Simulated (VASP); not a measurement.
**TaSi2: single point with PBEsol**

TaSi2:

```
Ta Si
1.0
     4.76086    0.00000    0.00000
    -2.38043    4.12303    0.00000
     0.00000    0.00000    6.71968
Ta Si
3 6
Direct
  0.50000 0.00000 0.50000
  0.50000 0.50000 0.83333
  0.00000 0.50000 0.16667
  0.15927 0.31854 0.50000
  0.84073 0.15927 0.83333
  0.68146 0.84073 0.16667
  0.84073 0.68146 0.50000
  0.15927 0.84073 0.83333
  0.31854 0.15927 0.16667
```

This cell differs from its parent crystal: strain +0.000 along x and y, +0.025 along z.

| Property | Result |
| --- | --- |
| Program | VASP 6.6.1 |
| Task | single point |
| Functional | PBEsol |
| Potentials or basis | VASP PAW PBE potentials, release 64 (Ta_pv, Si) |
| Cutoff | 520 eV |
| k mesh | 12 × 12 × 6 |
| Occupations | gaussian, width 0.15 eV |
| Spin | no spin polarisation |
| Dipole correction | no |
| Further INCAR settings | ALGO = Normal; EDIFF = 1e-07; NBANDS = 38 |

```yaml
Pressure: -4.8 GPa
Largest_force: 0.088 eV/Å
Band_gap_on_the_k_mesh: zero (an odd number of electrons rules out a gap without spin polarisation)
```

Forces on the atoms (eV/Å):
```
Ta   0.000  0.000  0.000
Ta   0.000  0.000  0.000
Ta   0.000  0.000  0.000
Si   0.000  0.088  0.000
Si  -0.076  0.044  0.000
Si  -0.076 -0.044  0.000
Si   0.000 -0.088  0.000
Si   0.076 -0.044  0.000
Si   0.076  0.044  0.000
```

Stress tensor (GPa, compression positive):
```
 -2.01   0.00   0.00
  0.00  -2.01   0.00
  0.00   0.00 -10.26
```

Levels at points of the mesh, in eV from the Fermi level:
| k point | band 27 | band 28 | band 29 | band 30 | band 31 | band 32 |
| --- | --- | --- | --- | --- | --- | --- |
| (0.00, 0.00, 0.00) | -2.10 | -2.10 | -1.39 | 0.62 | 3.00 | 3.00 |
| (0.50, 0.00, 0.00) | -0.81 | -0.16 | -0.05 | 0.85 | 1.14 | 1.76 |
| (0.00, 0.00, 0.50) | -1.64 | -1.64 | 0.87 | 0.87 | 2.50 | 2.50 |
| (0.50, 0.00, 0.50) | -1.90 | -0.67 | -0.08 | 1.51 | 1.97 | 2.49 |

It took 2.4 min on 1 thread of Intel(R) Xeon(R) 6975P-C (Granite Rapids) (shared host), peak memory 0.43 GiB.

Caveat: the cell differs from its parent crystal (strain +0.000 along x and y, +0.025 along z); the stress differs along the axes, from -10 to -2 GPa; the PAW data sets were made with another functional, which shifts forces and pressure a little; spin-orbit coupling is left out, which moves the levels of the heavy elements.
